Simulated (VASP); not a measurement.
Set up this calculation in VASP 6.6.1, as the native input.

* Task: single point
* Functional: PBEsol
* Potentials or basis: VASP PAW PBE potentials, release 64 (Sb)
* Cutoff: 520 eV
* k mesh: 11 × 11 × 11
* Occupations: fermi-dirac, width 0.1 eV
* Spin: no spin polarisation
* Dipole correction: no
* Further INCAR settings: ALGO = Normal; EDIFF = 1e-06; NBANDS = 12

The structure of Sb lies in POSCAR:

```
Sb
1.0
    0.0000000000      3.4337563098      3.4337563098
    3.4337563098      0.0000000000      3.4337563098
    3.4337563098      3.4337563098      0.0000000000
Sb
2
Direct
    0.0000000000      0.0000000000      0.0000000000
    0.2500000000      0.2500000000      0.2500000000
```

This isn't the form of Sb at room conditions, which is rhombohedral.

These files were run (other wordings do the same):

INCAR

```
SYSTEM = Sb
PREC     = Accurate       ! precision mode
ENCUT    = 520            ! plane-wave cutoff, eV
EDIFF    = 1E-6           ! SCF threshold, eV
ISMEAR   = -1             ! smearing method
SIGMA    = 0.1            ! smearing width, eV
LREAL    = .FALSE.        ! projectors in reciprocal space
LASPH    = .TRUE.         ! aspherical terms in the spheres
NELM     = 80             ! most SCF steps
ALGO     = Normal         ! electronic algorithm
ISIF     = 2              ! what is computed and relaxed
LWAVE    = .FALSE.        ! write WAVECAR
LCHARG   = .FALSE.        ! write CHGCAR
GGA      = PS             ! functional
NBANDS   = 12             ! bands
```

KPOINTS

```
Automatic mesh
0
G
  11 11 11
  0 0 0
```

Potentials or basis: VASP PAW PBE potentials, release 64 (Sb).

Run with:

```console
$ cat potpaw_PBE.64/Sb/POTCAR > POTCAR
$ mpirun -np 1 vasp_std > vasp.out
```

It gave:

* Pressure: 0.1 GPa
* Band gap on the k mesh: zero (bands 5 and 6 overlap by 0.88 eV)

Caveat: the PAW data sets were made with another functional, which shifts forces and pressure a little; spin-orbit coupling is left out, which moves the levels of the heavy elements.

Run time: 19 s on 1 thread of Intel(R) Xeon(R) 6975P-C (Granite Rapids), with other jobs on the host, peak memory 0.22 GiB.
